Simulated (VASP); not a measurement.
# KCl (Fm-3m) in VASP: notebook, part 2 of 2

VASP 6.6.1. Earlier steps stand in the parts before.

## Step 4: Vibrations by perturbation theory, PBEsol

This run uses another cell than the first one, of 24.43 Å³/atom.

INCAR

```
SYSTEM = KCl
PREC     = Accurate       ! precision mode
ENCUT    = 520            ! plane-wave cutoff, eV
EDIFF    = 1E-8           ! SCF threshold, eV
ISMEAR   = 0              ! smearing method
SIGMA    = 0.01           ! smearing width, eV
LREAL    = .False.        ! projectors in reciprocal space
LASPH    = .True.         ! aspherical terms in the spheres
NELM     = 60             ! most SCF steps
ALGO     = Normal         ! electronic algorithm
ISIF     = 2              ! what is computed and relaxed
LWAVE    = .False.        ! write WAVECAR
LCHARG   = .False.        ! write CHGCAR
GGA      = PS             ! functional
NBANDS   = 15             ! bands
IBRION   = 8              ! ionic algorithm
NSW      = 1              ! ionic steps
```

KPOINTS

```
regular mesh
0
Gamma
  6 6 6
  0 0 0
```

POSCAR

```
KCl
1.0
    2.9016340364      2.9016340364      0.0000000000
   -2.9016340364      2.9016340364      0.0000000000
    0.0000000000      2.9016340364      2.9016340364
K Cl
1 1
Direct
    0.0000000000      0.0000000000      0.0000000000
    0.5000000000      0.5000000000      0.0000000000
```

Potentials or basis: VASP PAW PBE potentials, release 64 (K_sv, Cl).

The run is started by

```sh
> cat potpaw_PBE.64/K_sv/POTCAR potpaw_PBE.64/Cl/POTCAR > POTCAR
> mpirun -np 1 vasp_std > vasp.out
```

OUTCAR:

```text
SYSTEM = KCl
   PREC = Accurate
   ENCUT = 520
   EDIFF = 1E-8
   ISMEAR = 0
   LREAL = .False.
   LASPH = .True.
   NELM = 60
   ISIF = 2
   GGA = PS
   IBRION = 8
   NSW = 1

 ion  position               nearest neighbor table
   1  0.000  0.000  0.000-   2 2.90   2 2.90   2 2.90   2 2.90   2 2.90   2 2.90
   2  0.500  0.500  0.000-   1 2.90   1 2.90   1 2.90   1 2.90   1 2.90   1 2.90

  LATTYP: Found a face centered cubic cell.
 ALAT       =     5.8032680728

  Lattice vectors:

 A1 = (   0.0000000000,   2.9016340364,   2.9016340364)
 A2 = (   2.9016340364,   0.0000000000,   2.9016340364)
 A3 = (   2.9016340364,   2.9016340364,   0.0000000000)

Analysis of symmetry for initial positions (statically):
=====================================================================
 Subroutine PRICEL returns:
 Original cell was already a primitive cell.

 Routine SETGRP: Setting up the symmetry group for a
 face centered cubic supercell.

 Subroutine GETGRP returns: Found 48 space group operations
 (whereof 48 operations were pure point group operations)
 out of a pool of 48 trial point group operations.

The static configuration has the point symmetry O_h .

Analysis of symmetry for dynamics (positions and initial velocities):
=====================================================================
 Subroutine PRICEL returns:
 Original cell was already a primitive cell.

 Routine SETGRP: Setting up the symmetry group for a
 face centered cubic supercell.

 Subroutine GETGRP returns: Found 48 space group operations
 (whereof 48 operations were pure point group operations)
 out of a pool of 48 trial point group operations.

The dynamic configuration has the point symmetry O_h .

 Subroutine INISYM returns: Found 48 space group operations
 (whereof 48 operations are pure point group operations),
 and found     1 'primitive' translations

----------------------------------------------------------------------------------------

                                     Primitive cell

  volume of cell :      48.8605

  direct lattice vectors                    reciprocal lattice vectors
     2.901634036  2.901634036  0.000000000     0.172316699  0.172316699 -0.172316699
    -2.901634036  2.901634036  0.000000000    -0.172316699  0.172316699 -0.172316699
     0.000000000  2.901634036  2.901634036     0.000000000  0.000000000  0.344633399

  length of vectors
     4.103530207  4.103530207  4.103530207     0.298461278  0.298461278  0.344633399

  position of ions in fractional coordinates (direct lattice)
     0.000000000  0.000000000  0.000000000
     0.500000000  0.500000000  0.000000000
[... 131 lines left out ...]
      4     -10.8242      2.00000
      5     -10.8242      2.00000
      6      -0.7408      2.00000
      7      -0.7408      2.00000
      8      -0.7408      2.00000
      9       5.1821      0.00000
     10       7.5139      0.00000
     11       7.5139      0.00000
     12       7.5139      0.00000
     13       8.5663      0.00000
     14       8.5663      0.00000
[... 259 lines left out ...]
      4     -11.0282      2.00000
      5     -10.7244      2.00000
      6      -1.4541      2.00000
      7      -1.4086      2.00000
      8      -1.1957      2.00000
      9       6.2808      0.00000
     10       8.6887      0.00000
     11       9.3581      0.00000
     12      10.3530      0.00000
     13      11.0167      0.00000
     14      11.8752      0.00000
     15      12.9126      0.00000

------------------------ aborting loop because EDIFF is reached ----------------------------------------

  FORCE on cell =-STRESS in cart. coord.  units (eV):
  Direction    XX          YY          ZZ          XY          YZ          ZX
  --------------------------------------------------------------------------------------
  -------------------------------------------------------------------------------------
  Total        2.1880595      2.1880595      2.1880595     -0.0000000      0.0000000      0.0000000
  in kB       71.7483301     71.7483301     71.7483301     -0.0000000      0.0000000      0.0000000
  external PRESSURE =      71.7483301 kB  Pullay stress =       0.0000000 kB

 VOLUME and BASIS-vectors are now :
 -----------------------------------------------------------------------------
  energy-cutoff  :      520.00
  volume of cell :       48.86
      direct lattice vectors                 reciprocal lattice vectors
     2.901634036  2.901634036  0.000000000     0.172316699  0.172316699 -0.172316699
    -2.901634036  2.901634036  0.000000000    -0.172316699  0.172316699 -0.172316699
     0.000000000  2.901634036  2.901634036     0.000000000  0.000000000  0.344633399

 POSITION                                       TOTAL-FORCE (eV/Angst)
 -----------------------------------------------------------------------------------
      0.00000      0.00000      0.00000         0.000000      0.000000      0.000000
      0.00000      2.90163      0.00000        -0.000000     -0.000000      0.000000
 -----------------------------------------------------------------------------------
    total drift:                                0.000000     -0.000000     -0.000000

  FREE ENERGIE OF THE ION-ELECTRON SYSTEM (eV)
  ---------------------------------------------------
  free  energy   TOTEN  =        -6.8015970241 eV

  energy  without entropy=       -6.8015970241  energy(sigma->0) =       -6.80159702

[... ionic steps 2 to 3 ...]

--------------------------------------- Ionic step        4  -------------------------------------------

------------------------ aborting loop because EDIFF is reached ----------------------------------------

[... ionic steps 5 to 6 ...]

--------------------------------------- Ionic step        7  -------------------------------------------

 Free energy of the ion-electron system (eV)
  ---------------------------------------------------
  ---------------------------------------------------
  free energy    TOTEN  =        -0.19621845 eV

  energy without entropy =       -0.19621845

------------------------ aborting loop because EDIFF is reached ----------------------------------------

 INTERNAL STRAIN TENSOR  FOR ION    2  DIRECTION 1   (eV/Angst):
 -----------------------------------------------------------------------------
    -0.00699  0.00000 -0.00000
     0.00000  0.00436 -0.00000
    -0.00000 -0.00000  0.00436

 INTERNAL STRAIN TENSOR FOR ION    2 for displacements in x,y,z  (eV/Angst):
          X           Y           Z          XY          YZ          ZX
  --------------------------------------------------------------------------------
  x     0.00000     0.00000     0.00000     0.00000     0.00000     0.00000
  y     0.00000     0.00000     0.00000     0.00000     0.00000     0.00000
  z     0.00000     0.00000     0.00000     0.00000     0.00000     0.00000

 SECOND DERIVATIVES (NOT SYMMETRIZED)
 ------------------------------------
               1X          1Y          1Z          2X          2Y          2Z
  1X    -3.371917    0.000000    0.000000    3.371917    0.000000    0.000000
  1Y     0.000000   -3.371917    0.000000    0.000000    3.371917    0.000000
  1Z     0.000000    0.000000   -3.371917    0.000000    0.000000    3.371917
  2X     3.368570    0.000000   -0.000000   -3.368570   -0.000000    0.000000
  2Y    -0.000000    3.368570    0.000000    0.000000   -3.368570   -0.000000
  2Z    -0.000000   -0.000000    3.368570    0.000000    0.000000   -3.368570

 Eigenvectors and eigenvalues of the dynamical matrix
 ----------------------------------------------------

   1 f  =    6.655782 THz    41.819511 2PiTHz  222.012984 cm-1    27.526089 meV
             X         Y         Z           dx          dy          dz
      0.000000  0.000000  0.000000     0.000000   -0.689784   -0.000000
      0.000000  2.901634  0.000000     0.000000    0.724016    0.000000
[... 21 lines left out ...]
   6 f/i=    0.001650 THz     0.010369 2PiTHz    0.055047 cm-1     0.006825 meV
             X         Y         Z           dx          dy          dz
      0.000000  0.000000  0.000000    -0.000000   -0.000000    0.724016
      0.000000  2.901634  0.000000     0.000000    0.000000    0.689784

--------------------------------------------------------------------------------------------------------

 ELASTIC MODULI CONTR FROM IONIC RELAXATION (kBar)
 Direction    XX          YY          ZZ          XY          YZ          ZX
 --------------------------------------------------------------------------------
 XX           0.0000      0.0000      0.0000      0.0000      0.0000      0.0000
 YY           0.0000      0.0000      0.0000      0.0000      0.0000      0.0000
 ZZ           0.0000      0.0000      0.0000      0.0000      0.0000      0.0000
 XY           0.0000      0.0000      0.0000      0.0000      0.0000      0.0000
 YZ           0.0000      0.0000      0.0000      0.0000      0.0000      0.0000
 ZX           0.0000      0.0000      0.0000      0.0000      0.0000      0.0000
 --------------------------------------------------------------------------------
```

It took 72 s on 1 thread of Intel Xeon Platinum 8488C (Sapphire Rapids), shared host; peak memory 0.23 GiB.

Results:

| Property | Result |
| --- | --- |
| Highest phonon frequency at Γ, LO-TO splitting left out | 222 cm⁻¹ |

Phonon frequencies in cm⁻¹ (negative: imaginary):
```
              q point        frequencies
(0.000, 0.000, 0.000)  0 0 0 222 222 222
```

Caveat: the cell stands under pressure or tension, which shifts response properties; the PAW data sets were made with another functional, which shifts forces and pressure a little.

## Step 5: Vibrations by perturbation theory, PBEsol

This run uses another cell than the first one, of 26.21 Å³/atom.

INCAR

```
  ALGO = Normal
  EDIFF = 1E-8
  ENCUT = 520
  GGA = PS
  IBRION = 8
  ISIF = 2
  ISMEAR = 0
  LASPH = True
  LCHARG = False
  LREAL = False
  LWAVE = False
  NELM = 100
  NSW = 1
  PREC = Accurate
  SIGMA = 0.01
```

KPOINTS

```
k-points
0
Gamma
  6 6 6
```

POSCAR

```
KCl
1.0
    2.9705766262      2.9705766262      0.0000000000
   -2.9705766262      2.9705766262      0.0000000000
    0.0000000000      2.9705766262      2.9705766262
K Cl
1 1
Direct
    0.0000000000      0.0000000000      0.0000000000
    0.5000000000      0.5000000000      0.0000000000
```

Potentials or basis: VASP PAW PBE potentials, release 64 (K_sv, Cl).

The run is started by

```sh
> cat potpaw_PBE.64/K_sv/POTCAR potpaw_PBE.64/Cl/POTCAR > POTCAR
> mpirun -np 1 vasp_std > vasp.out
```

OUTCAR:

```text
EDIFF = 1E-8
   ENCUT = 520
   GGA = PS
   IBRION = 8
   ISIF = 2
   ISMEAR = 0
   LASPH = True
   LREAL = False
   NELM = 100
   NSW = 1
   PREC = Accurate

 ion  position               nearest neighbor table
   1  0.000  0.000  0.000-   2 2.97   2 2.97   2 2.97   2 2.97   2 2.97   2 2.97
   2  0.500  0.500  0.000-   1 2.97   1 2.97   1 2.97   1 2.97   1 2.97   1 2.97

  LATTYP: Found a face centered cubic cell.
 ALAT       =     5.9411532524

  Lattice vectors:

 A1 = (   0.0000000000,   2.9705766262,   2.9705766262)
[... 484 lines left out ...]
  1X    -2.577166    0.000000   -0.000000    2.577166   -0.000000    0.000000
  1Y    -0.000000   -2.577166    0.000000    0.000000    2.577166   -0.000000
  1Z     0.000000    0.000000   -2.577166   -0.000000   -0.000000    2.577166
  2X     2.579589   -0.000000    0.000000   -2.579589    0.000000   -0.000000
  2Y     0.000000    2.579589   -0.000000   -0.000000   -2.579589    0.000000
  2Z     0.000000   -0.000000    2.579589   -0.000000    0.000000   -2.579589

 Eigenvectors and eigenvalues of the dynamical matrix
 ----------------------------------------------------

   1 f  =    5.821729 THz    36.579000 2PiTHz  194.191965 cm-1    24.076724 meV
             X         Y         Z           dx          dy          dz
      0.000000  0.000000  0.000000     0.000000   -0.689434   -0.000000
      0.000000  2.970577  0.000000     0.000000    0.724349    0.000000
[... 21 lines left out ...]
   6 f/i=    0.001366 THz     0.008585 2PiTHz    0.045578 cm-1     0.005651 meV
             X         Y         Z           dx          dy          dz
      0.000000  0.000000  0.000000     0.000000   -0.000000    0.724349
      0.000000  2.970577  0.000000    -0.000000    0.000000    0.689434

--------------------------------------------------------------------------------------------------------

 ELASTIC MODULI CONTR FROM IONIC RELAXATION (kBar)
 Direction    XX          YY          ZZ          XY          YZ          ZX
 --------------------------------------------------------------------------------
 XX           0.0000      0.0000      0.0000      0.0000      0.0000      0.0000
 YY           0.0000      0.0000      0.0000      0.0000      0.0000      0.0000
 ZZ           0.0000      0.0000      0.0000      0.0000      0.0000      0.0000
 XY           0.0000      0.0000      0.0000      0.0000      0.0000      0.0000
 YZ           0.0000      0.0000      0.0000      0.0000      0.0000      0.0000
 ZX           0.0000      0.0000      0.0000      0.0000      0.0000      0.0000
 --------------------------------------------------------------------------------
```

stdout:

```text
POSCAR found type information on POSCAR K Cl
 POSCAR found :  2 types and       2 ions
 scaLAPACK will be used
 -----------------------------------------------------------------------------
|                                                                             |
|                                                                             |
|     You enforced a specific xc type in the INCAR file but a different       |
|     I HOPE YOU KNOW WHAT YOU ARE DOING!                                     |
|                                                                             |
 -----------------------------------------------------------------------------

 LDA part: xc-table for (Slater+PW92), standard interpolation
 POSCAR, INCAR and KPOINTS ok, starting setup
 FFT: planning ... GRIDC
 FFT: planning ... GRID_SOFT
 FFT: planning ... GRID
 WAVECAR not read
 entering main loop
 Linear response reoptimize wavefunctions to high precision
 Linear response DOF=           2
 Linear response progress:
 first order change of Fermi-energy   0.45380E-02
 force on displaced ion       1 direction 1 :  -2.577   0.000   0.000
 Linear response progress:
 first order change of Fermi-energy  -0.44954E-02
 force on displaced ion       2 direction 1 :  -2.580   0.000   0.000
 Linear response finished
```

It took 66 s on 1 thread of Intel Xeon Platinum 8488C (Sapphire Rapids), shared host; peak memory 0.23 GiB.

What came out:

```
Highest phonon frequency at Γ, LO-TO splitting left out : 194 cm⁻¹
```

Phonon frequencies in cm⁻¹ (negative: imaginary):
| q point | frequencies |
| --- | --- |
| (0.000, 0.000, 0.000) | 0 0 0 194 194 194 |

Caveat: the cell stands under pressure or tension, which shifts response properties; the PAW data sets were made with another functional, which shifts forces and pressure a little.
